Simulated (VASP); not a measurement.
# Pt in VASP: a series of runs, part 3 of 3

VASP 6.6.1. The steps go on from the part before.

## 5. Single point, PBEsol (strain +0.000 along x and y, +0.015 along z)

INCAR

```
SYSTEM = Pt
PREC = Accurate ; ENCUT = 520
EDIFF = 1E-7 ; ISMEAR = 0
SIGMA = 0.15 ; LREAL = .FALSE.
LASPH = .TRUE. ; NELM = 60
ALGO = Fast ; ISIF = 2
LWAVE = .FALSE. ; LCHARG = .FALSE.
GGA = PS ; NBANDS = 11
```

KPOINTS

```
regular mesh
0
G
  22 22 22
  0 0 0
```

POSCAR

```
Pt
1.0
   -1.5842200000      1.5842200000      1.6079833000
    1.5842200000     -1.5842200000      1.6079833000
    1.5842200000      1.5842200000     -1.6079833000
Pt
1
Direct
    0.0000000000      0.0000000000      0.0000000000
```

Potentials or basis: VASP PAW PBE potentials, release 64 (Pt).

Started as:

```sh
> cat potpaw_PBE.64/Pt/POTCAR > POTCAR
> mpirun -np 1 vasp_std > vasp.out
```

OUTCAR:

```text
SYSTEM = Pt
   PREC = Accurate
   ENCUT = 520
   EDIFF = 1E-7
   ISMEAR = 0
   LREAL = .FALSE.
   LASPH = .TRUE.
   NELM = 60
   ISIF = 2
   GGA = PS

 ion  position               nearest neighbor table
   1  0.000  0.000  0.000-

  LATTYP: Found a body centered tetragonal cell.
 ALAT       =     3.1684400000
 C/A-ratio  =     1.0150000000

  Lattice vectors:

 A1 = (  -1.5842200000,   1.5842200000,   1.6079833000)
 A2 = (   1.5842200000,  -1.5842200000,   1.6079833000)
 A3 = (   1.5842200000,   1.5842200000,  -1.6079833000)

Analysis of symmetry for initial positions (statically):
=====================================================================
 Subroutine PRICEL returns:
 Original cell was already a primitive cell.

 Routine SETGRP: Setting up the symmetry group for a
 body centered tetragonal supercell.

 Subroutine GETGRP returns: Found 16 space group operations
 (whereof 16 operations were pure point group operations)
 out of a pool of 16 trial point group operations.

The static configuration has the point symmetry D_4h.

Analysis of symmetry for dynamics (positions and initial velocities):
=====================================================================
 Subroutine PRICEL returns:
 Original cell was already a primitive cell.

 Routine SETGRP: Setting up the symmetry group for a
 body centered tetragonal supercell.

 Subroutine GETGRP returns: Found 16 space group operations
 (whereof 16 operations were pure point group operations)
 out of a pool of 16 trial point group operations.

The dynamic configuration has the point symmetry D_4h.

 Subroutine INISYM returns: Found 16 space group operations
 (whereof 16 operations are pure point group operations),
 and found     1 'primitive' translations

----------------------------------------------------------------------------------------

                                     Primitive cell

  volume of cell :      16.1426

  direct lattice vectors                    reciprocal lattice vectors
    -1.584220000  1.584220000  1.607983300     0.000000000  0.315612731  0.310948503
[... 114 lines left out ...]
   LRPA    =     F    only Hartree local field effects (RPA)
 non-spin polarized calculation
 RMM-DIIS sequential band-by-band and
 Gauss-broadening in eV      SIGMA  =   0.15
  energy-cutoff  :      520.00
  volume of cell :       16.14
 maximum number of plane-waves:       448
 NGX is ok and might be reduce to    24
   NGX = 11   NGY = 11   NGZ = 11

 number of electron      10.0000000 magnetization

 number of electron       9.9999999 magnetization

 Free energy of the ion-electron system (eV)
  ---------------------------------------------------
  ext. energy  EPLUGINS =         0.00000000
  ---------------------------------------------------
  free energy    TOTEN  =        -6.81118611 eV

  energy without entropy =       -6.79767258  energy(sigma->0) =       -6.80442935

 E-fermi :   9.6253     XC(G=0): -13.2214

 val. band max:        9.6248196318   @ k =  -0.2273  -0.3636   0.1364
 cond. band min:       9.6275261502   @ k =  -0.1818   0.4545   0.0909
 fundamental gap:      0.0027065183
 Fermi energy:         9.6253184757

 k-point     1 :       0.0000    0.0000    0.0000
  band No.  band energies     occupation
      1       0.2973      2.00000
      2       6.2304      2.00000
      3       6.2304      2.00000
      4       6.3507      2.00000
      5       8.6216      2.00000
      6       8.7765      2.00000
      7      26.5439      0.00000
      8      26.8218      0.00000
      9      26.8218      0.00000
     10      36.2902      0.00000
     11      36.3966      0.00000
[... 309 lines left out ...]
 k-point    24 :      -0.4545    0.0455    0.0000
  band No.  band energies     occupation
      1       3.3076      2.00000
      2       5.0032      2.00000
      3       8.2160      2.00000
      4       8.7382      2.00000
      5       9.2595      1.99944
      6      10.6326      0.00000
      7      16.7764      0.00000
      8      23.1836      0.00000
      9      25.6719      0.00000
     10      33.3458      0.00000
     11      33.9005      0.00000

 [... further k-points ...]

------------------------ aborting loop because EDIFF is reached ----------------------------------------

  FORCE on cell =-STRESS in cart. coord.  units (eV):
  Direction    XX          YY          ZZ          XY          YZ          ZX
  --------------------------------------------------------------------------------------
  -------------------------------------------------------------------------------------
  Total       -1.4911522     -1.4911522     -1.3541979      0.0000000      0.0000000      0.0000000
  in kB     -147.9994300   -147.9994300   -134.4064842      0.0000000      0.0000000      0.0000000
  external PRESSURE =    -143.4684481 kB  Pullay stress =       0.0000000 kB

 VOLUME and BASIS-vectors are now :
 -----------------------------------------------------------------------------
  energy-cutoff  :      520.00
  volume of cell :       16.14
      direct lattice vectors                 reciprocal lattice vectors
    -1.584220000  1.584220000  1.607983300     0.000000000  0.315612731  0.310948503
     1.584220000 -1.584220000  1.607983300     0.315612731  0.000000000  0.310948503
     1.584220000  1.584220000 -1.607983300     0.315612731  0.315612731  0.000000000

 POSITION                                       TOTAL-FORCE (eV/Angst)
 -----------------------------------------------------------------------------------
      0.00000      0.00000      0.00000         0.000000     -0.000000     -0.000000
 -----------------------------------------------------------------------------------
    total drift:                               -0.000000      0.000000      0.000000

  FREE ENERGIE OF THE ION-ELECTRON SYSTEM (eV)
  ---------------------------------------------------
  free  energy   TOTEN  =        -6.8111861128 eV

  energy  without entropy=       -6.7976725782  energy(sigma->0) =       -6.80442935
```

stdout:

```text
POSCAR found type information on POSCAR Pt
 POSCAR found :  1 types and       1 ions
 scaLAPACK will be used
 -----------------------------------------------------------------------------
|                                                                             |
|                                                                             |
|     You enforced a specific xc type in the INCAR file but a different       |
|     I HOPE YOU KNOW WHAT YOU ARE DOING!                                     |
|                                                                             |
 -----------------------------------------------------------------------------

 LDA part: xc-table for (Slater+PW92), standard interpolation
 POSCAR, INCAR and KPOINTS ok, starting setup
 FFT: planning ... GRIDC
 FFT: planning ... GRID_SOFT
 FFT: planning ... GRID
 WAVECAR not read
 entering main loop
WARNING in EDDRMM: call to ZHEGV failed, returncode =   8  4     10
WARNING in EDDRMM: call to ZHEGV failed, returncode =   8  4     11
```

Run time: 1.8 min. Hardware: 1 thread of AMD EPYC 9R45 (Zen 5), shared host; peak memory 0.24 GiB.

What came out:

- Free energy: -6.8112 eV
- Pressure: -14.3 GPa
- Band gap on the k mesh: zero (bands 5 and 6 overlap by 2.04 eV)

Levels at points of the mesh, in eV from the Fermi level:
| k point | band 1 | band 2 | band 3 | band 4 | band 5 | band 6 | band 7 | band 8 | band 9 | band 10 |
| --- | --- | --- | --- | --- | --- | --- | --- | --- | --- | --- |
| (0.00, 0.00, 0.00) | -9.33 | -3.39 | -3.39 | -3.27 | -1.00 | -0.85 | 16.92 | 17.20 | 17.20 | 26.66 |
| (0.50, 0.00, 0.00) | -6.38 | -4.69 | -1.17 | -0.63 | 0.26 | 1.02 | 6.06 | 13.30 | 15.76 | 23.78 |
| (0.50, 0.50, 0.00) | -6.36 | -4.82 | -1.01 | -0.57 | 0.35 | 1.04 | 6.18 | 13.13 | 15.40 | 24.17 |
| (0.50, 0.50, 0.50) | -5.86 | -5.85 | 0.50 | 0.54 | 0.54 | 7.28 | 7.72 | 7.72 | 12.41 | 18.56 |

Caveat: the cell differs from its parent crystal (strain +0.000 along x and y, +0.015 along z); the cell stands under tension; the PAW data sets were made with another functional, which shifts forces and pressure a little; spin-orbit coupling is left out, which moves the levels of the heavy elements.

## 6. Summary

| cell | further INCAR settings | gap on the mesh (eV) | pressure (GPa) |
| --- | --- | --- | --- |
| a = 2.826 Å, angles 109.5°, 1 atom | ALGO = Fast; EDIFF = 1e-06; NBANDS = 11 | none | -25.9 |
| a = 2.730 Å, angles 109.1, 109.1, 110.3°, 1 atom | ALGO = Fast; EDIFF = 1e-07; NBANDS = 11 | none | -7.9 |
| a = 2.745 Å, angles 108.3, 108.3, 111.9°, 1 atom | ALGO = Fast; EDIFF = 1e-06; NBANDS = 11 | none | -11.3 |
| a = 2.758 Å, angles 109.9, 109.9, 108.7°, 1 atom | ALGO = Fast; EDIFF = 1e-07; NBANDS = 11 | none | -14.3 |

Alike in all rows: task single point; level PBEsol; potentials or basis VASP PAW PBE potentials, release 64 (Pt); no spin polarisation; k mesh 22 × 22 × 22; cutoff (eV) 520; smearing gaussian 0.15 eV.

Caveats: the cell stands under tension; the PAW data sets were made with another functional, which shifts forces and pressure a little; spin-orbit coupling is left out, which moves the levels of the heavy elements.

Total energies depend on the potentials used, so only differences within one code and one set of settings carry meaning.
